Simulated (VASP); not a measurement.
Runs of VASP 6.6.1 on Co. The structure is that of space group P6_3/mmc (No. 194), or close to it. The cells are those of the table. 

```csv
task,spin,cell,gap on the mesh (eV),pressure (GPa),moment (μB)
single point,"collinear, ferromagnetic start","a = 2.494, b = 2.494, c = 4.030 Å, angles 90.0, 90.0, 120.0°, 2 atoms",none,-0.8,3.19
electric field gradients,"collinear, ferromagnetic start","a = 2.507, b = 2.507, c = 4.070 Å, angles 90.0, 90.0, 120.0°, 2 atoms",none,-4.9,3.22
single point,"collinear, antiferromagnetic start","a = 2.494, b = 2.494, c = 4.030 Å, angles 90.0, 90.0, 120.0°, 2 atoms",none,(a),0.00
single point,"collinear, ferromagnetic start","a = 2.526, b = 2.526, c = 4.086 Å, angles 90.0, 90.0, 120.0°, 2 atoms",none,(b),3.24
single point,"collinear, ferromagnetic start","a = 2.510, b = 2.510, c = 4.057 Å, angles 90.0, 90.0, 120.0°, 2 atoms",none,-4.7,3.22
```

Alike in all rows: level PBE; potentials or basis VASP PAW PBE potentials, release 64 (Co); k mesh 20 × 20 × 12; cutoff (eV) 520; smearing gaussian 0.05 eV.

Q: Fill in the values left out.

A: (a) -7.3; (b) -8.3.

A gap of «none» marks levels without a gap at the run's occupations.
